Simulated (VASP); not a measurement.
# Si (C2/m) in VASP: further runs

Runs on Si. Level: PBEsol. Tasks: single point.

All numbers are computed with VASP 6.6.1; they aren't measurements. Logs are shortened: lines on timing, memory, paths and dates and some standing lists are left out, and cuts for length are marked.

## Step 1: The cell of the first run

Symmetry: C2/m, No. 12, monoclinic system. The conventional cell has a = 23.209 Å, b = 3.842 Å, c = 5.433 Å, α = 90.00°, β = 96.72°, γ = 90.00°. Within 3.1 Å of Si (site symmetry m) lie 4 Si at 2.35 Å. Si (site symmetry m) has 4 Si at 2.35 Å within 3.1 Å. Si (site symmetry m) has 4 Si at 2.35 Å within 3.1 Å. Si (site symmetry m) has 4 Si at 2.35 Å within 3.1 Å. Si (site symmetry m) has 4 Si at 2.35 Å within 3.1 Å. Within 3.1 Å of Si (site symmetry m) lie 6 Si at 2.35 to 2.72 Å.

## Step 2: Single point, PBEsol (the part above a cut slid along it)

The input, INCAR:

```
SYSTEM = Si
PREC     = Accurate       ! precision mode
ENCUT    = 520            ! plane-wave cutoff, eV
EDIFF    = 1E-6           ! SCF threshold, eV
ISMEAR   = 0              ! smearing method
SIGMA    = 0.05           ! smearing width, eV
LREAL    = .False.        ! projectors in reciprocal space
LASPH    = .True.         ! aspherical terms in the spheres
NELM     = 100            ! most SCF steps
ALGO     = Fast           ! electronic algorithm
ISIF     = 2              ! what is computed and relaxed
LWAVE    = .False.        ! write WAVECAR
LCHARG   = .False.        ! write CHGCAR
GGA      = PS             ! functional
ISYM     = 0            
NBANDS   = 36             ! bands
```

The input, KPOINTS:

```
regular mesh
0
Gamma
  6 9 3
  0 0 0
```

The input, POSCAR:

```
Si
1.0
    5.4328540087      0.0000000000      0.0000000000
    0.0000000000      2.7164270044     -2.7164270044
    1.3582135022      9.5074945153      6.7910675109
Si
12
Direct
    0.4375041667     -0.1249916667      0.2499833333
   -0.1041625000      0.2916750000      0.4166500000
    0.3541708333     -0.2916583333      0.5833166667
   -0.1874958333      0.1250083333      0.7499833333
    0.2708375000     -0.4583250000      0.9166500000
   -0.0208291667      0.4583416667      0.0833166667
    0.6458375000     -0.2083250000      0.4166500000
    0.1041708333      0.2083416667      0.5833166667
    0.5625041667     -0.3749916667      0.7499833333
    0.0208375000      0.0416750000      0.9166500000
    0.7291708333     -0.0416583333      0.0833166667
    0.1875041667      0.3750083333      0.2499833333
```

Potentials or basis: VASP PAW PBE potentials, release 64 (Si).

The run is started by

```sh
$ cat potpaw_PBE.64/Si/POTCAR > POTCAR
$ mpirun -np 1 vasp_std > vasp.out
```

OUTCAR:

```text
SYSTEM = Si
   PREC = Accurate
   ENCUT = 520
   EDIFF = 1E-6
   ISMEAR = 0
   LREAL = .False.
   LASPH = .True.
   NELM = 100
   ISIF = 2
   GGA = PS
   ISYM = 0

 ion  position               nearest neighbor table
   1  0.438  0.875  0.250-  11 2.35  12 2.35  12 2.35   7 2.35
   2  0.896  0.292  0.417-   7 2.35   7 2.35   8 2.35  12 2.35
   3  0.354  0.708  0.583-   9 2.35   8 2.35   8 2.35   7 2.35
   4  0.813  0.125  0.750-   8 2.35   9 2.35   9 2.35  10 2.35
   5  0.271  0.542  0.917-  10 2.35  10 2.35   9 2.35   6 2.35
   6  0.979  0.458  0.083-  12 2.35  11 2.35  11 2.35   5 2.35  10 2.72  10 2.72
   7  0.646  0.792  0.417-   2 2.35   2 2.35   1 2.35   3 2.35
   8  0.104  0.208  0.583-   4 2.35   3 2.35   3 2.35   2 2.35
   9  0.563  0.625  0.750-   3 2.35   4 2.35   4 2.35   5 2.35
  10  0.021  0.042  0.917-   5 2.35   5 2.35   4 2.35  11 2.35   6 2.72   6 2.72
  11  0.729  0.958  0.083-   1 2.35   6 2.35   6 2.35  10 2.35
  12  0.188  0.375  0.250-   6 2.35   1 2.35   1 2.35   2 2.35

IMPORTANT INFORMATION: All symmetrisations will be switched off!
NOSYMM: (Re-)initialisation of all symmetry stuff for point group C_1.

----------------------------------------------------------------------------------------

                                     Primitive cell

  volume of cell :     240.5334

  direct lattice vectors                    reciprocal lattice vectors
     5.432854009  0.000000000  0.000000000     0.184065318 -0.015338776 -0.015338776
     0.000000000  2.716427004 -2.716427004     0.000000000  0.153387765 -0.214742871
     1.358213502  9.507494515  6.791067511     0.000000000  0.061355106  0.061355106

  length of vectors
     5.432854009  3.841607911 11.762473967     0.185339141  0.263898289  0.086769223

  position of ions in fractional coordinates (direct lattice)
     0.437504167  0.875008333  0.249983333
     0.895837500  0.291675000  0.416650000
     0.354170833  0.708341667  0.583316667
     0.812504167  0.125008333  0.749983333
     0.270837500  0.541675000  0.916650000
     0.979170833  0.458341667  0.083316667
     0.645837500  0.791675000  0.416650000
     0.104170833  0.208341667  0.583316667
     0.562504167  0.625008333  0.749983333
     0.020837500  0.041675000  0.916650000
     0.729170833  0.958341667  0.083316667
     0.187504167  0.375008333  0.249983333

  ion indices of the primitive-cell ions
   primitive index   ion index
                 1           1
                 2           2
                 3           3
                 4           4
                 5           5
                 6           6
                 7           7
                 8           8
                 9           9
                10          10
                11          11
                12          12

----------------------------------------------------------------------------------------

 KPOINTS: regular mesh

Automatic generation of k-mesh.
 Grid dimensions read from file:
 generate k-points for:    6    9    3

 Generating k-lattice:

  Cartesian coordinates                     Fractional coordinates (reciprocal lattice)
     0.030677553 -0.002556463 -0.002556463     0.166666667  0.000000000 -0.000000000
     0.000000000  0.017043085 -0.023860319     0.000000000  0.111111111  0.000000000
     0.000000000  0.020451702  0.020451702     0.000000000  0.000000000  0.333333333

  Length of vectors
     0.030889857  0.029322032  0.028923074

  Shift w.r.t. Gamma in fractional coordinates (k-lattice)
     0.000000000  0.000000000  0.000000000

 -----------------------------------------------------------------------------
|                                                                             |
|           W    W    AA    RRRRR   N    N  II  N    N   GGGG   !!!           |
|           W    W   A  A   R    R  NN   N  II  NN   N  G    G  !!!           |
|           W    W  A    A  R    R  N N  N  II  N N  N  G       !!!           |
|           W WW W  AAAAAA  RRRRR   N  N N  II  N  N N  G  GGG   !            |
|           WW  WW  A    A  R   R   N   NN  II  N   NN  G    G                |
|           W    W  A    A  R    R  N    N  II  N    N   GGGG   !!!           |
|                                                                             |
|     Your reciprocal lattice and k-lattice belong to different lattice       |
|     classes:                                                                |
|                                                                             |
|        The reciprocal lattice is base-centered monoclinic,                  |
|        whereas your k-lattice is triclinic.                                 |
|                                                                             |
|     Results are often still useful ...                                      |
|                                                                             |
 -----------------------------------------------------------------------------

 WARNING: IBZKPT: internal override: KBLOWUP is changed to .FALSE.
      ... skipping the blow-up phase ...

 Subroutine IBZKPT returns following result:
 ===========================================

 Found     82 irreducible k-points:

 Following reciprocal coordinates:
            Coordinates               Weight
  0.000000  0.000000  0.000000      1.000000
  0.166667  0.000000 -0.000000      2.000000
  0.333333  0.000000 -0.000000      2.000000
  0.500000  0.000000 -0.000000      1.000000
  0.000000  0.111111  0.000000      2.000000
  0.166667  0.111111  0.000000      2.000000
[... 16 lines left out ...]
  0.000000  0.444444  0.000000      2.000000
  0.166667  0.444444  0.000000      2.000000
 [... further k-points ...]
   k-points           NKPTS =     82   k-points in BZ     NKDIM =     82   number of bands    NBANDS=     36
   number of dos      NEDOS =    301   number of ions     NIONS =     12
   total plane-waves  NPLWV = 108000
   dimension x,y,z NGX =    40 NGY =   30 NGZ =   90
   dimension x,y,z NGXF=    80 NGYF=   60 NGZF=  180
   ions per type =              12
   NGX,Y,Z   is equivalent  to a cutoff of  12.24, 12.98, 12.72 a.u.
   NGXF,Y,Z  is equivalent  to a cutoff of  24.48, 25.97, 25.44 a.u.
 SYSTEM =  Si
   PREC   = accura    normal or accurate (medium, high low for compatibility)
   ISTART =      0    job   : 0-new  1-cont  2-samecut
   ICHARG =      2    charge: 1-file 2-atom 10-const
   ISPIN  =      1    spin polarized calculation?
   LNONCOLLINEAR =      F non collinear calculations
   LSORBIT =      F    spin-orbit coupling
   LASPH  =      T    aspherical Exc in radial PAW
   ENCUT  =  520.0 eV  38.22 Ry    6.18 a.u.  10.10  7.14 21.87*2*pi/ulx,y,z
   NELM   =    100;   NELMIN=  2; NELMDL= -5     # of ELM steps
   EDIFF  = 0.1E-05   stopping-criterion for ELM
   LREAL  =      F    real-space projection
   EDIFFG = 0.1E-04   stopping-criterion for IOM
   NSW    =      0    number of steps for IOM
   IBRION =     -1    ionic relax: 0-MD 1-quasi-New 2-CG
   NFREE  =      0    steps in history (QN), initial steepest desc. (CG)
   ISIF   =      2    stress and relaxation
   ISYM   =      0    0-nonsym 1-usesym 2-fastsym
   POTIM  = 0.5000    time-step for ionic-motion
   TEBEG  =    0.0;   TEEND  =   0.0 temperature during run
   PSTRESS=    0.0 pullay stress
   NELECT =      48.0000    total number of electrons
   NUPDOWN=      -1.0000    fix difference up-down
   EMIN   =  10.00;   EMAX   =-10.00  energy-range for DOS
   EFERMI =   0.00;   METHOD = LEGACY
   ISMEAR =     0;   SIGMA  =   0.05  broadening in eV -4-tet -1-fermi 0-gaus
   EFERMI_NEDOS =   21; number of points for ismear=-14 and -15
   IALGO  =     68    algorithm
   IMIX   =      4    mixing-type and parameters
     AMIX     =   0.40;   BMIX     =  1.00
     AMIX_MAG =   1.60;   BMIX_MAG =  1.00
  volume/ion in A,a.u.               =      20.04       135.27
  Fermi-wavevector in a.u.,A,eV,Ry     =   0.956673  1.807850 12.452364  0.915223
  Thomas-Fermi vector in A             =   2.085622
   LORBIT       =      0    0 simple, 1 ext, 2 COOP (PROOUT), +10 PAW based schemes
   GGA     = PS    functional components
   LHFCALC =     F    Hartree Fock is set to
   AEXX    =    0.0000 exact exchange contribution
   IVDW    =     0    specifies the selected vdW correction
   LEPSILON=     F    determine dielectric tensor
   LRPA    =     F    only Hartree local field effects (RPA)
 non-spin polarized calculation
 RMM-DIIS sequential band-by-band and
 Gauss-broadening in eV      SIGMA  =   0.05
  energy-cutoff  :      520.00
  volume of cell :      240.53
 maximum number of plane-waves:      6506
   NGX = 21   NGY = 15   NGZ = 43

 number of electron      47.9999997 magnetization

 Free energy of the ion-electron system (eV)
  ---------------------------------------------------
  ext. energy  EPLUGINS =         0.00000000
  ---------------------------------------------------
  free energy    TOTEN  =       -66.33139587 eV

  energy without entropy =      -66.32887000  energy(sigma->0) =      -66.33013294

 E-fermi :   6.0452     XC(G=0):  -9.5575

 val. band max:        6.0354058001   @ k =   0.0000   0.1111   0.3333
 cond. band min:       6.0473047145   @ k =  -0.3333  -0.2222   0.3333
 fundamental gap:      0.0118989144
 Fermi energy:         6.0452460959

 k-point     1 :       0.0000    0.0000    0.0000
  band No.  band energies     occupation
      1      -6.5786      2.00000
      2      -5.6886      2.00000
      3      -5.2930      2.00000
      4      -3.3561      2.00000
      5      -2.9206      2.00000
      6      -2.0833      2.00000
[... 28 lines left out ...]
     35       9.1587      0.00000
     36       9.8892      0.00000

 k-point     2 :       0.1667    0.0000   -0.0000
  band No.  band energies     occupation
      1      -6.4943      2.00000
      2      -5.6222      2.00000
      3      -5.1605      2.00000
      4      -3.6460      2.00000
      5      -3.2724      2.00000
      6      -2.6815      2.00000
[... 28 lines left out ...]
     35       9.3824      0.00000
     36       9.5636      0.00000

 k-point     3 :       0.3333    0.0000   -0.0000
  band No.  band energies     occupation
      1      -6.2905      2.00000
      2      -5.4013      2.00000
      3      -4.8177      2.00000
      4      -4.2378      2.00000
      5      -4.0027      2.00000
      6      -3.1025      2.00000
[... 28 lines left out ...]
     35       9.1092      0.00000
     36       9.2736      0.00000
[... 742 lines left out ...]
 k-point    23 :       0.0000    0.4444    0.0000
  band No.  band energies     occupation
      1      -4.8110      2.00000
      2      -4.1942      2.00000
      3      -3.8936      2.00000
      4      -3.4270      2.00000
      5      -3.3427      2.00000
      6      -2.4008      2.00000
[... 28 lines left out ...]
     35       9.3227      0.00000
     36       9.4975      0.00000

 k-point    24 :       0.1667    0.4444    0.0000
  band No.  band energies     occupation
      1      -4.7276      2.00000
      2      -4.1874      2.00000
      3      -3.8886      2.00000
      4      -3.3118      2.00000
      5      -3.1902      2.00000
      6      -2.5186      2.00000
[... 28 lines left out ...]
     35       9.5905      0.00000
     36       9.6326      0.00000

 [... further k-points ...]
[... 5 lines left out ...]
  --------------------------------------------------------------------------------------
  -------------------------------------------------------------------------------------
  Total       -0.3726678      1.7512005      1.8500804      0.8758504      0.3710234      0.8511588
  in kB       -2.4823160     11.6646332     12.3232660      5.8339826      2.4713628      5.6695140
  external PRESSURE =       7.1685277 kB  Pullay stress =       0.0000000 kB

 VOLUME and BASIS-vectors are now :
 -----------------------------------------------------------------------------
  energy-cutoff  :      520.00
  volume of cell :      240.53
      direct lattice vectors                 reciprocal lattice vectors
     5.432854009  0.000000000  0.000000000     0.184065318 -0.015338776 -0.015338776
     0.000000000  2.716427004 -2.716427004     0.000000000  0.153387765 -0.214742871
     1.358213502  9.507494515  6.791067511     0.000000000  0.061355106  0.061355106

 POSITION                                       TOTAL-FORCE (eV/Angst)
 -----------------------------------------------------------------------------------
      2.71643      4.75361     -0.67924        -0.321187      0.058982      0.063404
      5.43285      4.75361      2.03718         0.089430     -0.004769     -0.003599
      2.71643      7.47004      2.03718        -0.231139      0.071823      0.071400
      5.43285      7.47004      4.75361        -0.056488      0.046926      0.043975
      2.71643     10.18647      4.75361         0.014549      0.103588      0.108915
      5.43285      2.03718     -0.67924         0.519824      1.204271      1.209327
      4.07464      6.11182      0.67897         0.231148     -0.071821     -0.071392
      1.35821      6.11182      3.39540        -0.089437      0.004778      0.003605
      4.07464      8.82825      3.39540         0.321194     -0.058985     -0.063409
      1.35821      8.82825      6.11182        -0.519845     -1.204270     -1.209330
      4.07464      3.39540     -2.03746        -0.014544     -0.103602     -0.108924
      1.35821      3.39540      0.67897         0.056496     -0.046921     -0.043973
 -----------------------------------------------------------------------------------
    total drift:                                0.000004      0.000003      0.000003

  FREE ENERGIE OF THE ION-ELECTRON SYSTEM (eV)
  ---------------------------------------------------
  free  energy   TOTEN  =       -66.3313958730 eV

  energy  without entropy=      -66.3288700029  energy(sigma->0) =      -66.33013294
```

Wall time 10 min (1 thread of Oxide Virtual Turin-like, shared host); peak memory 0.58 GiB.

What came out:

| Item | Value |
| --- | --- |
| Free energy | -66.3314 eV |
| Pressure | 0.7 GPa |
| Largest force | 1.784 eV/Å |
| Band gap on the k mesh | zero (bands 24 and 25 overlap by 0.78 eV) |

Forces on the atoms (eV/Å):
```
Si  -0.321  0.059  0.063
Si   0.089 -0.005 -0.004
Si  -0.231  0.072  0.071
Si  -0.056  0.047  0.044
Si   0.015  0.104  0.109
Si   0.520  1.204  1.209
Si   0.231 -0.072 -0.071
Si  -0.089  0.005  0.004
Si   0.321 -0.059 -0.063
Si  -0.520 -1.204 -1.209
Si  -0.015 -0.104 -0.109
Si   0.056 -0.047 -0.044
```

Stress tensor (GPa, compression positive):
```
-0.25  0.58  0.57
 0.58  1.17  0.25
 0.57  0.25  1.23
```

Caveat: the cell differs from its parent crystal (the part above a cut slid along it); semilocal functionals underestimate gaps, and a narrow one can read as zero; the PAW data sets were made with another functional, which shifts forces and pressure a little.

## Step 3: Single point, PBEsol (the part above a cut slid along it)

The input, INCAR:

```
ALGO = Fast
EDIFF = 1E-6
ENCUT = 520
GGA = PS
ISIF = 2
ISMEAR = 0
ISYM = 0
LASPH = True
LCHARG = False
LREAL = False
LWAVE = False
NBANDS = 36
NELM = 60
PREC = Accurate
SIGMA = 0.05
```

The input, KPOINTS:

```
k-points
0
Gamma
  6 9 3
```

The input, POSCAR:

```
Si
1.0
    5.4328540087      0.0000000000      0.0000000000
    0.0000000000      2.7164270044     -2.7164270044
    2.0373202533      9.5074945153      6.7910675109
Si
12
Direct
    0.4062562500     -0.1249916667      0.2499833333
   -0.1562437500      0.2916750000      0.4166500000
    0.2812562500     -0.2916583333      0.5833166667
   -0.2812437500      0.1250083333      0.7499833333
    0.1562562500     -0.4583250000      0.9166500000
   -0.0312437500      0.4583416667      0.0833166667
    0.5937562500     -0.2083250000      0.4166500000
    0.0312562500      0.2083416667      0.5833166667
    0.4687562500     -0.3749916667      0.7499833333
   -0.0937437500      0.0416750000      0.9166500000
    0.7187562500     -0.0416583333      0.0833166667
    0.1562562500      0.3750083333      0.2499833333
```

Potentials or basis: VASP PAW PBE potentials, release 64 (Si).

The run is started by

```sh
$ cat potpaw_PBE.64/Si/POTCAR > POTCAR
$ mpirun -np 1 vasp_std > vasp.out
```

Wall time 14 min (1 thread of Oxide Virtual Turin-like, shared host); peak memory 0.57 GiB.

Results (log left out):

```yaml
Free_energy: -65.7524 eV
Pressure: 5.3 GPa
Largest_force: 5.728 eV/Å
Band_gap_on_the_k_mesh: zero (bands 24 and 25 overlap by 0.58 eV)
```

Forces in eV/Å, atoms in the order of the input:
```
Si  -0.284 -0.082 -0.081
Si   0.090 -0.025 -0.024
Si  -0.235  0.044  0.045
Si  -0.009 -0.048 -0.045
Si   1.483 -3.473 -3.476
Si  -0.721  4.017  4.019
Si   0.235 -0.044 -0.045
Si  -0.090  0.025  0.024
Si   0.284  0.082  0.081
Si   0.721 -4.017 -4.019
Si  -1.483  3.473  3.476
Si   0.009  0.048  0.045
```

Stress tensor (GPa, compression positive):
```
 2.59 -1.97 -1.97
-1.97  6.65  5.91
-1.97  5.91  6.66
```

Levels at points of the mesh, in eV from the Fermi level:
```csv
k point,band 21,band 22,band 23,band 24,band 25,band 26,band 27,band 28
"(0.00, 0.00, 0.00)",-0.91,-0.60,-0.24,-0.15,0.46,0.79,0.89,1.77
"(0.50, 0.00, 0.00)",-1.40,-1.15,-0.71,-0.58,-0.16,1.03,1.42,1.87
```

Caveat: the cell differs from its parent crystal (the part above a cut slid along it); the cell stands under pressure; semilocal functionals underestimate gaps, and a narrow one can read as zero; the PAW data sets were made with another functional, which shifts forces and pressure a little.

The gap in the log of VASP goes by the Fermi energy; the results here count the filled bands.